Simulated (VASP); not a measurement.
Crystal: LiF.

```
CELL_PARAMETERS angstrom
2.51626 0.00000 0.00000
0.00000 2.51626 0.00000
0.00000 0.00000 2.51626
ATOMIC_POSITIONS crystal
Li 0.00000 0.00000 0.00000
F 0.50000 0.50000 0.50000
```

Base run:

| Quantity | Value |
| --- | --- |
| Program | VASP 6.6.1 |
| Functional | r2SCAN |
| Potentials or basis | VASP PAW PBE potentials, release 64 (Li_sv, F) |
| Cutoff | 520 eV |
| k mesh | 6 × 6 × 6 |
| Occupations | gaussian, width 0.01 eV |
| Spin | no spin polarisation |

Its results: band gap on the k mesh 9.12 eV, indirect (least direct gap 9.86 eV).

Question: The run is repeated on the same cell with these changes: functional from r2SCAN to HSE06. What comes out?

Answer: Band gap on the k mesh 10.17 eV, indirect (least direct gap 10.93 eV).

HSE06 gives the wider gap, since exact exchange removes part of the self-interaction.

A k mesh can miss the band edges.
